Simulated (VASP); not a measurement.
# ZrB (Fmmm) in VASP: further runs, part 2 of 2

VASP 6.6.1.

## (5) Single point, LDA (normal strain along x +0.0700, normal strain along z -0.1100)

File INCAR:

```
PREC = Accurate
ENCUT = 520
EDIFF = 1E-7
ISMEAR = 0
SIGMA = 0.15
LREAL = False
LASPH = True
NELM = 60
ALGO = Normal
ISIF = 2
LWAVE = False
LCHARG = False
GGA = CA
NBANDS = 14
```

File KPOINTS:

```
Automatic mesh
0
Gamma
  16 16 16
```

File POSCAR:

```
ZrB
1.0
    0.0000000000      2.4153850465      2.1496926914
    2.5844619998      0.0000000000      2.1496926914
    2.5844619998      2.4153850465      0.0000000000
Zr B
1 1
Direct
    0.0000000000      0.0000000000      0.0000000000
    0.5000000000      0.5000000000      0.5000000000
```

Potentials or basis: VASP PAW LDA potentials, release 64 (Zr_sv, B).

Started as:

```sh
> cat potpaw_LDA.64/Zr_sv/POTCAR potpaw_LDA.64/B/POTCAR > POTCAR
> mpirun -np 1 vasp_std > vasp.out
```

OUTCAR:

```text
PREC = Accurate
   ENCUT = 520
   EDIFF = 1E-7
   ISMEAR = 0
   LREAL = False
   LASPH = True
   NELM = 60
   ISIF = 2
   GGA = CA

 ion  position               nearest neighbor table
   1  0.000  0.000  0.000-   2 2.15   2 2.15   2 2.42   2 2.42   2 2.58   2 2.58
   2  0.500  0.500  0.500-   1 2.15   1 2.15   1 2.42   1 2.42   1 2.58   1 2.58

  LATTYP: Found a face centered orthorhombic cell.
 ALAT       =     4.2993853828
 B/A-ratio  =     1.1235955056
 C/A-ratio  =     1.2022471910

  Lattice vectors:

 A1 = (   2.5844619998,  -2.4153850465,   0.0000000000)
 A2 = (   2.5844619998,   0.0000000000,   2.1496926914)
 A3 = (   0.0000000000,  -2.4153850465,   2.1496926914)

Analysis of symmetry for initial positions (statically):
=====================================================================
 Subroutine PRICEL returns:
 Original cell was already a primitive cell.

 Routine SETGRP: Setting up the symmetry group for a
 face centered orthorhombic supercell.

 Subroutine GETGRP returns: Found  8 space group operations
 (whereof  8 operations were pure point group operations)
 out of a pool of  8 trial point group operations.

The static configuration has the point symmetry D_2h.

Analysis of symmetry for dynamics (positions and initial velocities):
=====================================================================
 Subroutine PRICEL returns:
 Original cell was already a primitive cell.

 Routine SETGRP: Setting up the symmetry group for a
 face centered orthorhombic supercell.

 Subroutine GETGRP returns: Found  8 space group operations
 (whereof  8 operations were pure point group operations)
 out of a pool of  8 trial point group operations.

The dynamic configuration has the point symmetry D_2h.

 Subroutine INISYM returns: Found  8 space group operations
 (whereof  8 operations are pure point group operations),
 and found     1 'primitive' translations

----------------------------------------------------------------------------------------

                                     Primitive cell

  volume of cell :      26.8388

  direct lattice vectors                    reciprocal lattice vectors
     0.000000000  2.415385046  2.149692691    -0.193463862  0.207006332  0.232591385
     2.584462000  0.000000000  2.149692691     0.193463862 -0.207006332  0.232591385
     2.584462000  2.415385046  0.000000000     0.193463862  0.207006332 -0.232591385

  length of vectors
     3.233460003  3.361639852  3.537446643     0.366576922  0.366576922  0.366576922

  position of ions in fractional coordinates (direct lattice)
     0.000000000  0.000000000  0.000000000
     0.500000000  0.500000000  0.500000000

  ion indices of the primitive-cell ions
   primitive index   ion index
                 1           1
                 2           2

----------------------------------------------------------------------------------------

 KPOINTS: Automatic mesh

Automatic generation of k-mesh.
 Grid dimensions read from file:
 generate k-points for:   16   16   16

 Generating k-lattice:

  Cartesian coordinates                     Fractional coordinates (reciprocal lattice)
    -0.012091491  0.012937896  0.014536962     0.062500000  0.000000000  0.000000000
     0.012091491 -0.012937896  0.014536962     0.000000000  0.062500000  0.000000000
     0.012091491  0.012937896 -0.014536962     0.000000000  0.000000000  0.062500000

  Length of vectors
     0.022911058  0.022911058  0.022911058

  Shift w.r.t. Gamma in fractional coordinates (k-lattice)
     0.000000000  0.000000000  0.000000000

 Subroutine IBZKPT returns following result:
 ===========================================

 Found    621 irreducible k-points:

 Following reciprocal coordinates:
            Coordinates               Weight
  0.000000  0.000000  0.000000      1.000000
  0.062500  0.000000  0.000000      8.000000
  0.125000  0.000000  0.000000      8.000000
  0.187500  0.000000 -0.000000      8.000000
  0.250000  0.000000  0.000000      8.000000
  0.312500 -0.000000  0.000000      8.000000
[... 16 lines left out ...]
 -0.125000  0.062500  0.000000      8.000000
 -0.062500  0.062500  0.000000      4.000000
 [... further k-points ...]
   k-points           NKPTS =    621   k-points in BZ     NKDIM =    621   number of bands    NBANDS=     14
   number of dos      NEDOS =    301   number of ions     NIONS =      2
   total plane-waves  NPLWV =  18816
   dimension x,y,z NGX =    24 NGY =   28 NGZ =   28
   dimension x,y,z NGXF=    48 NGYF=   56 NGZF=   56
   ions per type =               1   1
   NGX,Y,Z   is equivalent  to a cutoff of  12.34, 13.85, 13.16 a.u.
   NGXF,Y,Z  is equivalent  to a cutoff of  24.68, 27.69, 26.32 a.u.
 SYSTEM =  unknown system
   PREC   = accura    normal or accurate (medium, high low for compatibility)
   ISTART =      0    job   : 0-new  1-cont  2-samecut
   ICHARG =      2    charge: 1-file 2-atom 10-const
   ISPIN  =      1    spin polarized calculation?
   LNONCOLLINEAR =      F non collinear calculations
   LSORBIT =      F    spin-orbit coupling
   LASPH  =      T    aspherical Exc in radial PAW
   ENCUT  =  520.0 eV  38.22 Ry    6.18 a.u.   6.01  6.25  6.58*2*pi/ulx,y,z
   NELM   =     60;   NELMIN=  2; NELMDL= -5     # of ELM steps
   EDIFF  = 0.1E-06   stopping-criterion for ELM
   LREAL  =      F    real-space projection
   EDIFFG = 0.1E-05   stopping-criterion for IOM
   NSW    =      0    number of steps for IOM
   IBRION =     -1    ionic relax: 0-MD 1-quasi-New 2-CG
   NFREE  =      0    steps in history (QN), initial steepest desc. (CG)
   ISIF   =      2    stress and relaxation
   ISYM   =      2    0-nonsym 1-usesym 2-fastsym
   POTIM  = 0.5000    time-step for ionic-motion
   TEBEG  =    0.0;   TEEND  =   0.0 temperature during run
   PSTRESS=    0.0 pullay stress
   NELECT =      15.0000    total number of electrons
   NUPDOWN=      -1.0000    fix difference up-down
   EMIN   =  10.00;   EMAX   =-10.00  energy-range for DOS
   EFERMI =   0.00;   METHOD = LEGACY
   ISMEAR =     0;   SIGMA  =   0.15  broadening in eV -4-tet -1-fermi 0-gaus
   EFERMI_NEDOS =   21; number of points for ismear=-14 and -15
   IALGO  =     38    algorithm
   IMIX   =      4    mixing-type and parameters
     AMIX     =   0.40;   BMIX     =  1.00
     AMIX_MAG =   1.60;   BMIX_MAG =  1.00
  volume/ion in A,a.u.               =      13.42        90.56
  Fermi-wavevector in a.u.,A,eV,Ry     =   1.348500  2.548295 24.741545  1.818452
  Thomas-Fermi vector in A             =   2.476164
   LORBIT       =      0    0 simple, 1 ext, 2 COOP (PROOUT), +10 PAW based schemes
   GGA     = CA    functional components
   LHFCALC =     F    Hartree Fock is set to
   AEXX    =    0.0000 exact exchange contribution
   IVDW    =     0    specifies the selected vdW correction
   LEPSILON=     F    determine dielectric tensor
   LRPA    =     F    only Hartree local field effects (RPA)
 non-spin polarized calculation
 Gauss-broadening in eV      SIGMA  =   0.15
  energy-cutoff  :      520.00
  volume of cell :       26.84
 maximum number of plane-waves:       748
   NGX = 11   NGY = 13   NGZ = 13

 number of electron      15.0000000 magnetization

 Free energy of the ion-electron system (eV)
  ---------------------------------------------------
  ext. energy  EPLUGINS =         0.00000000
  ---------------------------------------------------
  free energy    TOTEN  =       -16.95379469 eV

  energy without entropy =      -16.93703073  energy(sigma->0) =      -16.94541271

 E-fermi :   8.4212     XC(G=0): -12.0408

 val. band max:        8.4200964039   @ k =   0.1875   0.1250   0.0625
 cond. band min:       8.4214815473   @ k =  -0.3125   0.3750   0.1250
 fundamental gap:      0.0013851434
 Fermi energy:         8.4212331234

 k-point     1 :       0.0000    0.0000    0.0000
  band No.  band energies     occupation
      1     -38.5561      2.00000
      2     -16.6335      2.00000
      3     -16.4940      2.00000
      4     -16.4106      2.00000
      5       0.1648      2.00000
      6       9.2533      0.00000
      7       9.9991      0.00000
      8      10.5963      0.00000
      9      11.1557      0.00000
     10      11.4082      0.00000
     11      11.7165      0.00000
     12      11.8979      0.00000
     13      12.7558      0.00000
     14      19.4869      0.00000
[... 375 lines left out ...]
 k-point    24 :      -0.0625    0.0625    0.0000
  band No.  band energies     occupation
      1     -38.5478      2.00000
      2     -16.6576      2.00000
      3     -16.5296      2.00000
      4     -16.4404      2.00000
      5       0.3851      2.00000
      6       9.1700      0.00000
      7       9.4145      0.00000
      8       9.9185      0.00000
      9       9.9612      0.00000
     10      11.5020      0.00000
     11      12.9418      0.00000
     12      12.9448      0.00000
     13      13.6433      0.00000
     14      20.0237      0.00000

 [... further k-points ...]
[... 5 lines left out ...]
  --------------------------------------------------------------------------------------
  -------------------------------------------------------------------------------------
  Total       -2.1796343      1.4698035      8.1029925      0.0000000      0.0000000      0.0000000
  in kB     -130.1161839     87.7418840    483.7189671      0.0000000      0.0000000      0.0000000
  external PRESSURE =     147.1148891 kB  Pullay stress =       0.0000000 kB

 VOLUME and BASIS-vectors are now :
 -----------------------------------------------------------------------------
  energy-cutoff  :      520.00
  volume of cell :       26.84
      direct lattice vectors                 reciprocal lattice vectors
     0.000000000  2.415385046  2.149692691    -0.193463862  0.207006332  0.232591385
     2.584462000  0.000000000  2.149692691     0.193463862 -0.207006332  0.232591385
     2.584462000  2.415385046  0.000000000     0.193463862  0.207006332 -0.232591385

 POSITION                                       TOTAL-FORCE (eV/Angst)
 -----------------------------------------------------------------------------------
      0.00000      0.00000      0.00000        -0.000000      0.000000     -0.000000
      2.58446      2.41539      2.14969         0.000000      0.000000      0.000000
 -----------------------------------------------------------------------------------
    total drift:                                0.000000     -0.000000     -0.000000

  FREE ENERGIE OF THE ION-ELECTRON SYSTEM (eV)
  ---------------------------------------------------
  free  energy   TOTEN  =       -16.9537946921 eV

  energy  without entropy=      -16.9370307276  energy(sigma->0) =      -16.94541271
```

stdout:

```text
POSCAR found type information on POSCAR ZrB
 POSCAR found :  2 types and       2 ions
 scaLAPACK will be used
 LDA part: xc-table for (Slater(with rela. corr.)+CA(PZ))
 , standard interpolation
 POSCAR, INCAR and KPOINTS ok, starting setup
 FFT: planning ... GRIDC
 FFT: planning ... GRID_SOFT
 FFT: planning ... GRID
 WAVECAR not read
 entering main loop
```

Run time: 3.5 min. Hardware: 1 thread of AMD EPYC 7R43 (Zen 3), shared host; peak memory 0.31 GiB.

What came out:

- Free energy: -16.9538 eV
- Pressure: 14.7 GPa

Caveat: the cell differs from its parent crystal (normal strain along x +0.0700, normal strain along z -0.1100).

## (6) The runs side by side

```csv
cell,gap on the mesh (eV),pressure (GPa)
"a = 3.233, b = 3.276, c = 3.456 Å, angles 57.3, 58.5, 64.1°, 2 atoms",none,22.8
"a = 3.233, b = 3.319, c = 3.497 Å, angles 56.6, 58.9, 64.5°, 2 atoms",none,18.4
"a = 3.293, b = 3.335, c = 3.456 Å, angles 58.0, 59.2, 62.9°, 2 atoms",none,12.6
"a = 3.233, b = 3.362, c = 3.537 Å, angles 55.8, 59.3, 64.8°, 2 atoms",none,14.7
```

Alike in all rows: task single point; level LDA; potentials or basis VASP PAW LDA potentials, release 64 (Zr_sv, B); no spin polarisation; k mesh 16 × 16 × 16; cutoff (eV) 520; smearing gaussian 0.15 eV.

Total energies depend on the potentials used, so only differences within one code and one set of settings carry meaning.
